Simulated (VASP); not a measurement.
# Pd (Fd-3m) in VASP: a series of runs

The runs below take Pd through single point, with revPBE.

Everything below comes from runs of VASP 6.6.1. Logs are shortened: lines on timing, memory, paths and dates and some standing lists are left out, and cuts for length are marked.

## (1) The cell of the first run

The structure is cubic, space group Fd-3m (No. 227). The conventional cell has a = 6.095 Å, b = 6.095 Å, c = 6.095 Å, α = 90.00°, β = 90.00°, γ = 90.00°. Within 3.5 Å of Pd (site symmetry -43m) lie 4 Pd at 2.64 Å.

This isn't the form of Pd at room conditions, which is fcc.

## (2) Single point, revPBE, collinear spin (28.31 Å³/atom)

INCAR

```
PREC     = Accurate       # precision mode
ENCUT    = 520            # plane-wave cutoff, eV
EDIFF    = 1E-7           # SCF threshold, eV
ISMEAR   = -1             # smearing method
SIGMA    = 0.05           # smearing width, eV
LREAL    = F              # projectors in reciprocal space
LASPH    = T              # aspherical terms in the spheres
NELM     = 150            # most SCF steps
ALGO     = Normal         # electronic algorithm
ISIF     = 2              # what is computed and relaxed
LWAVE    = F              # write WAVECAR
LCHARG   = T              # write CHGCAR
ISPIN    = 2              # spin polarisation
MAGMOM   = -0.45 -0.45    # initial moments
LORBIT   = 11             # projections on sites
LMAXMIX  = 4              # l up to which the mixer works
GGA      = RE             # functional
LELF     = T              # ELF
LVHAR    = T            
NBANDS   = 21             # bands
```

KPOINTS

```
Automatic mesh
0
Gamma
  11 11 11
```

POSCAR

```
Pd
1.0
    0.0000000000      3.0477352627      3.0477352627
    3.0477352627      0.0000000000      3.0477352627
    3.0477352627      3.0477352627      0.0000000000
Pd
2
Direct
    0.1250000000      0.1250000000      0.1250000000
    0.8750000000      0.8750000000      0.8750000000
```

Potentials or basis: VASP PAW PBE potentials, release 64 (Pd).

The run is started by

```console
cat potpaw_PBE.64/Pd/POTCAR > POTCAR
mpirun -np 1 vasp_std > vasp.out
```

OUTCAR:

```text
PREC = Accurate
   ENCUT = 520
   EDIFF = 1E-7
   ISMEAR = -1
   LREAL = F
   LASPH = T
   NELM = 150
   ISIF = 2
   ISPIN = 2
   LORBIT = 11
   GGA = RE

 ion  position               nearest neighbor table
   1  0.125  0.125  0.125-   2 2.64   2 2.64   2 2.64   2 2.64
   2  0.875  0.875  0.875-   1 2.64   1 2.64   1 2.64   1 2.64

  LATTYP: Found a face centered cubic cell.
 ALAT       =     6.0954705254

  Lattice vectors:

 A1 = (   0.0000000000,   3.0477352627,   3.0477352627)
 A2 = (   3.0477352627,   0.0000000000,   3.0477352627)
 A3 = (   3.0477352627,   3.0477352627,   0.0000000000)

Analysis of symmetry for initial positions (statically):
=====================================================================
 Subroutine PRICEL returns:
 Original cell was already a primitive cell.

 Routine SETGRP: Setting up the symmetry group for a
 face centered cubic supercell.

 Subroutine GETGRP returns: Found 48 space group operations
 (whereof 12 operations were pure point group operations)
 out of a pool of 48 trial point group operations.

The static configuration has the point symmetry D_3d.
 The point group associated with its full space group is O_h .

Analysis of symmetry for dynamics (positions and initial velocities):
=====================================================================
 Subroutine PRICEL returns:
 Original cell was already a primitive cell.

 Routine SETGRP: Setting up the symmetry group for a
 face centered cubic supercell.

 Subroutine GETGRP returns: Found 48 space group operations
 (whereof 12 operations were pure point group operations)
 out of a pool of 48 trial point group operations.

The dynamic configuration has the point symmetry D_3d.
 The point group associated with its full space group is O_h .

Analysis of structural, dynamic, and magnetic symmetry:
=====================================================================
 Subroutine PRICEL returns:
 Original cell was already a primitive cell.

 Routine SETGRP: Setting up the symmetry group for a
 face centered cubic supercell.

 Subroutine GETGRP returns: Found 48 space group operations
 (whereof 12 operations were pure point group operations)
 out of a pool of 48 trial point group operations.

The overall configuration has the point symmetry D_3d.
 The point group associated with its full space group is O_h .

 Subroutine INISYM returns: Found 48 space group operations
 (whereof 12 operations are pure point group operations),
 and found     1 'primitive' translations

[... 116 lines left out ...]
  Fermi-wavevector in a.u.,A,eV,Ry     =   1.157260  2.186904 18.221611  1.339251
  Thomas-Fermi vector in A             =   2.293873
   LORBIT       =     11    0 simple, 1 ext, 2 COOP (PROOUT), +10 PAW based schemes
   GGA     = RE    functional components
   LHFCALC =     F    Hartree Fock is set to
   AEXX    =    0.0000 exact exchange contribution
   IVDW    =     0    specifies the selected vdW correction
   LEPSILON=     F    determine dielectric tensor
   LRPA    =     F    only Hartree local field effects (RPA)
 spin polarized calculation
  energy-cutoff  :      520.00
  volume of cell :       56.62
 maximum number of plane-waves:      1548
   NGX = 17   NGY = 17   NGZ = 17

 number of electron      20.0000007 magnetization      -0.8658838

 Free energy of the ion-electron system (eV)
  ---------------------------------------------------
  ext. energy  EPLUGINS =         0.00000000
  ---------------------------------------------------
  free energy    TOTEN  =        -7.31696974 eV

  energy without entropy =       -7.27219670  energy(sigma->0) =       -7.29458322

 E-fermi :   2.7458     XC(G=0):  -9.0058

 val. band max:        2.7427246033   @ k =  -0.4545   0.4545   0.0909
 cond. band min:       2.7469335838   @ k =  -0.3636   0.2727   0.0909
 fundamental gap:      0.0042089805
 Fermi energy:         2.7457954279

 spin component 1

 k-point     1 :       0.0000    0.0000    0.0000
  band No.  band energies     occupation
      1      -1.0004      1.00000
      2       0.1771      1.00000
      3       0.1771      1.00000
      4       0.2530      1.00000
      5       0.2530      1.00000
      6       0.2530      1.00000
[... 565 lines left out ...]
     20      17.7325      0.00000
     21      19.8485      0.00000

 [... further k-points ...]

 spin component 2

 k-point     1 :       0.0000    0.0000    0.0000
  band No.  band energies     occupation
      1      -1.0435      1.00000
      2      -0.0677      1.00000
      3      -0.0677      1.00000
      4      -0.0313      1.00000
      5      -0.0313      1.00000
      6      -0.0313      1.00000
[... 565 lines left out ...]
     20      17.6663      0.00000
     21      19.8037      0.00000

 [... further k-points ...]

------------------------ aborting loop because EDIFF is reached ----------------------------------------

  FORCE on cell =-STRESS in cart. coord.  units (eV):
  Direction    XX          YY          ZZ          XY          YZ          ZX
  --------------------------------------------------------------------------------------
  -------------------------------------------------------------------------------------
  Total       -1.7252928     -1.7252928     -1.7252928      0.0000000      0.0000000     -0.0000000
  in kB      -48.8215622    -48.8215622    -48.8215622      0.0000000      0.0000000     -0.0000000
  external PRESSURE =     -48.8215622 kB  Pullay stress =       0.0000000 kB

 VOLUME and BASIS-vectors are now :
 -----------------------------------------------------------------------------
  energy-cutoff  :      520.00
  volume of cell :       56.62
      direct lattice vectors                 reciprocal lattice vectors
     0.000000000  3.047735263  3.047735263    -0.164056244  0.164056244  0.164056244
     3.047735263  0.000000000  3.047735263     0.164056244 -0.164056244  0.164056244
     3.047735263  3.047735263  0.000000000     0.164056244  0.164056244 -0.164056244

 POSITION                                       TOTAL-FORCE (eV/Angst)
 -----------------------------------------------------------------------------------
      0.76193      0.76193      0.76193         0.000000      0.000000      0.000000
      5.33354      5.33354      5.33354        -0.000000     -0.000000     -0.000000
 -----------------------------------------------------------------------------------
    total drift:                                0.000000      0.000000     -0.000000

  FREE ENERGIE OF THE ION-ELECTRON SYSTEM (eV)
  ---------------------------------------------------
  free  energy   TOTEN  =        -7.3169697391 eV

  energy  without entropy=       -7.2721966954  energy(sigma->0) =       -7.29458322

 total charge

# of ion       s       p       d       tot
------------------------------------------
    1        0.433   0.206   8.516   9.154
    2        0.433   0.206   8.516   9.154
--------------------------------------------------
tot          0.866   0.412  17.031  18.309

 magnetization (x)

# of ion       s       p       d       tot
------------------------------------------
    1        0.005   0.002  -0.433  -0.427
    2        0.005   0.002  -0.433  -0.427
--------------------------------------------------
tot          0.009   0.003  -0.867  -0.855
```

OSZICAR:

```text
N       E                     dE             d eps       ncg     rms          rms(c)
DAV:   1     0.100012976873E+03    0.10001E+03   -0.89882E+03  4704   0.829E+02
DAV:   2    -0.505386866593E+01   -0.10507E+03   -0.95749E+02  5212   0.189E+02
DAV:   3    -0.733247199777E+01   -0.22786E+01   -0.22557E+01  5553   0.292E+01
DAV:   4    -0.735409904186E+01   -0.21627E-01   -0.21624E-01  5518   0.274E+00
DAV:   5    -0.735457787684E+01   -0.47883E-03   -0.47883E-03  5612   0.450E-01    0.419E+00
DAV:   6    -0.732000665448E+01    0.34571E-01   -0.22084E-01  5069   0.344E+00    0.253E+00
DAV:   7    -0.731658315592E+01    0.34235E-02   -0.11711E-02  4992   0.727E-01    0.145E+00
DAV:   8    -0.731669577391E+01   -0.11262E-03   -0.45278E-03  5178   0.483E-01    0.306E-01
DAV:   9    -0.731681662812E+01   -0.12085E-03   -0.11835E-04  5761   0.594E-02    0.524E-02
DAV:  10    -0.731694306602E+01   -0.12644E-03   -0.98794E-05  4980   0.545E-02    0.214E-02
DAV:  11    -0.731696425236E+01   -0.21186E-04   -0.18971E-05  5170   0.234E-02    0.105E-02
DAV:  12    -0.731696838086E+01   -0.41285E-05   -0.31620E-06  5058   0.982E-03    0.445E-03
DAV:  13    -0.731696923083E+01   -0.84996E-06   -0.77252E-07  5072   0.506E-03    0.203E-03
DAV:  14    -0.731696967568E+01   -0.44485E-06   -0.49302E-07  4899   0.353E-03    0.163E-03
DAV:  15    -0.731696973907E+01   -0.63392E-07   -0.77455E-08  4568   0.165E-03
   1 F= -.73169697E+01 E0= -.72945832E+01  d E =-.447730E-01  mag=    -0.8659
```

Run time: 2.3 min. Hardware: 1 thread of Intel Xeon 8259CL, shared host; peak memory 0.26 GiB.

Results:

* Free energy: -7.3170 eV
* Pressure: -4.9 GPa
* Net moment: -0.87 μB per cell
* Site moments: Pd -0.43 μB
* Valence electrons inside the program's atomic spheres: Pd 9.15

Caveat: the cell stands under tension; the PAW data sets were made with another functional, which shifts forces and pressure a little.

## (3) Single point, revPBE, collinear spin

This run uses another cell than the first one, of 25.28 Å³/atom.

INCAR

```
SYSTEM = Pd
ALGO = Normal
EDIFF = 1E-6
ENCUT = 520
GGA = RE
ISIF = 2
ISMEAR = -1
ISPIN = 2
LASPH = .TRUE.
LCHARG = .FALSE.
LMAXMIX = 4
LORBIT = 11
LREAL = .FALSE.
LWAVE = .FALSE.
MAGMOM = 0.5 -0.5
NBANDS = 21
NELM = 150
PREC = Accurate
SIGMA = 0.05
```

KPOINTS

```
k-points
0
G
  15 15 15
  0 0 0
```

POSCAR

```
Pd
1.0
    0.0000000000      2.9347508181      2.9347508181
    2.9347508181      0.0000000000      2.9347508181
    2.9347508181      2.9347508181      0.0000000000
Pd
2
Direct
    0.1250000000      0.1250000000      0.1250000000
    0.8750000000      0.8750000000      0.8750000000
```

Potentials or basis: VASP PAW PBE potentials, release 64 (Pd).

The run is started by

```console
cat potpaw_PBE.64/Pd/POTCAR > POTCAR
mpirun -np 1 vasp_std > vasp.out
```

Wall time 3.5 min (1 thread of Intel Xeon 8259CL, shared host); peak memory 0.32 GiB.

Results (log left out):

| Quantity | Value |
| --- | --- |
| Free energy | -7.4046 eV |
| Pressure | -0.2 GPa |
| Band gap on the k mesh | zero (filled and empty bands overlap) |
| Net moment | 0.00 μB per cell |
| Valence electrons inside the program's atomic spheres | Pd 9.27 |

Levels at points of the mesh, in eV from the Fermi level:
Spin up:
```
           k point  band 8  band 9  band 10  band 11  band 12  band 13
(0.00, 0.00, 0.00)   -1.22   -1.22    -0.16    -0.16    11.34    11.34
```
Spin down:
```csv
k point,band 6,band 7,band 8,band 9,band 10,band 11,band 12,band 13,band 14,band 15
"(0.00, 0.00, 0.00)",-3.00,-1.22,-1.22,-1.22,-0.16,-0.16,11.34,11.34,11.34,11.82
```

Caveat: the PAW data sets were made with another functional, which shifts forces and pressure a little.
